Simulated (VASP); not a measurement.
SiC, 8 atoms in the cell. It takes space group Cmm2 (No. 35, orthorhombic). The conventional cell has a = 6.149 Å, b = 6.149 Å, c = 4.348 Å, α = 90.00°, β = 90.00°, γ = 90.00°. Within 2.4 Å of Si (site symmetry mm2) lie 4 C at 1.77 to 2.01 Å. Within 2.5 Å of Si (site symmetry 2) lie 4 C at 1.88 Å. Within 2.5 Å of Si (site symmetry mm2) lie 4 C at 1.88 Å. C (site symmetry m) has 4 Si at 1.88 to 2.01 Å within 2.5 Å. Within 2.4 Å of C (site symmetry m) lie 4 Si at 1.77 to 1.88 Å.  This cell differs from its parent crystal: atom 1 (Si) moved +0.210 Å along Cartesian [0 1 0].

```yaml
Program: VASP 6.6.1
Task: single point
Functional: r2SCAN
Potentials_or_basis: VASP PAW PBE potentials, release 64 (Si, C)
Cutoff: 520 eV
k_mesh: 6 × 6 × 6
Occupations: gaussian, width 0.05 eV
Spin: no spin polarisation
Dipole_correction: no
Further_INCAR_settings: ALGO = Normal; EDIFF = 1e-06; NBANDS = 26
```

Potentials or basis: VASP PAW PBE potentials, release 64 (Si, C).

Command:

```sh
$ cat potpaw_PBE.64/Si/POTCAR potpaw_PBE.64/C/POTCAR > POTCAR
$ cp INCAR.step1 INCAR
$ mpirun -np 1 vasp_std > vasp.out
$ cp INCAR.step2 INCAR
$ mpirun -np 1 vasp_std > vasp.out
```

Hardware: 1 thread of Intel(R) Xeon(R) 6975P-C (Granite Rapids), on a shared host.

**Question.** Estimate the wall time of this run.

**Answer.** It took 120 s on 1 thread of Intel(R) Xeon(R) 6975P-C (Granite Rapids), with other jobs on the host, peak memory 0.23 GiB. Counts: k points 52.
